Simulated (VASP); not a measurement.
Wanted: the native input for a VASP 6.6.1 run.

```
Task                   : relaxation of cell and atoms
Functional             : PBE
Potentials or basis    : VASP PAW PBE potentials, release 64 (Ti_sv, C)
Cutoff                 : 600 eV
k mesh                 : 7 × 7 × 7
Occupations            : gaussian, width 0.1 eV
Spin                   : no spin polarisation
Dipole correction      : no
Further INCAR settings : ALGO = Normal; EDIFF = 1e-07; IBRION = 2; EDIFFG = -0.02; NSW = 80; ISIF = 3
```

The structure of TiC lies in POSCAR:

```
TiC
1.0
    0.0000000000      2.1600000000      2.1600000000
    2.1600000000      0.0000000000      2.1600000000
    2.1600000000      2.1600000000      0.0000000000
Ti C
1 1
Direct
    0.0000000000      0.0000000000      0.0000000000
    0.5000000000      0.5000000000      0.5000000000
```

One way to write it, as run:

INCAR

```
ALGO = Normal ; EDIFF = 1E-7
EDIFFG = -0.02 ; ENCUT = 600
GGA = PE ; GGA_COMPAT = False
IBRION = 2 ; ISIF = 3
ISMEAR = 0 ; LASPH = True
LCHARG = False ; LREAL = False
LWAVE = False ; NELM = 120
NELMIN = 4 ; NSW = 80
PREC = Accurate ; SIGMA = 0.1
```

KPOINTS

```
k-points
0
Gamma
  7 7 7
```

Potentials or basis: VASP PAW PBE potentials, release 64 (Ti_sv, C).

Launch:

```sh
$ cat potpaw_PBE.64/Ti_sv/POTCAR potpaw_PBE.64/C/POTCAR > POTCAR
$ mpirun -np 1 vasp_std > vasp.out
```

Results of the run:

```json
{"Relaxed volume": "10.18 Å³/atom", "Relaxed cell": "a = 3.065 Å, b = 3.065 Å, c = 3.065 Å, α = 60.00°, β = 60.00°, γ = 60.00°", "Space group after relaxing (to 0.05 Å)": "Fm-3m (No. 225)", "Energy gained by relaxing": "0.8 meV/atom", "Ionic steps": "3", "Pressure after relaxing": "0.0 GPa", "Band gap on the k mesh": "zero (band 8 reaches 10.08 eV, above the bottom of band 9 at 8.99 eV)"}
```

Run time: 14 s on 1 thread of Intel(R) Xeon(R) Platinum 8375C CPU @ 2.90GHz (Ice Lake), on a shared host, peak memory 0.15 GiB.
